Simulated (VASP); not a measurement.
A run of VASP 6.6.1 is set up as follows.

The input INCAR:

```
ALGO = Fast ; EDIFF = 1E-7
ENCUT = 520 ; GGA = PE
ISIF = 2 ; ISMEAR = 0
ISPIN = 2 ; LASPH = True
LCHARG = False ; LMAXMIX = 4
LORBIT = 11 ; LREAL = False
LWAVE = False ; MAGMOM = 2
NBANDS = 16 ; NELM = 150
PREC = Accurate ; SIGMA = 0.02
```

File KPOINTS:

```
k-points
0
Gamma
  12 12 12
```

Contents of POSCAR:

```
V
1.0
    2.6229311400      0.0000000000      0.0000000000
   -0.8743103798      2.4729231943      0.0000000000
   -0.8743103798     -1.2364615967      2.1416143081
V
1
Direct
    0.0000000000      0.0000000000      0.0000000000
```

Potentials or basis: VASP PAW PBE potentials, release 64 (V_sv).

Launch:

```console
$ cat potpaw_PBE.64/V_sv/POTCAR > POTCAR
$ mpirun -np 1 vasp_std > vasp.out
```

Problem. Estimate the net moment.

Solution. 0.12 μB per cell.

Problem. Predict the pressure.

Solution. -5.0 GPa.
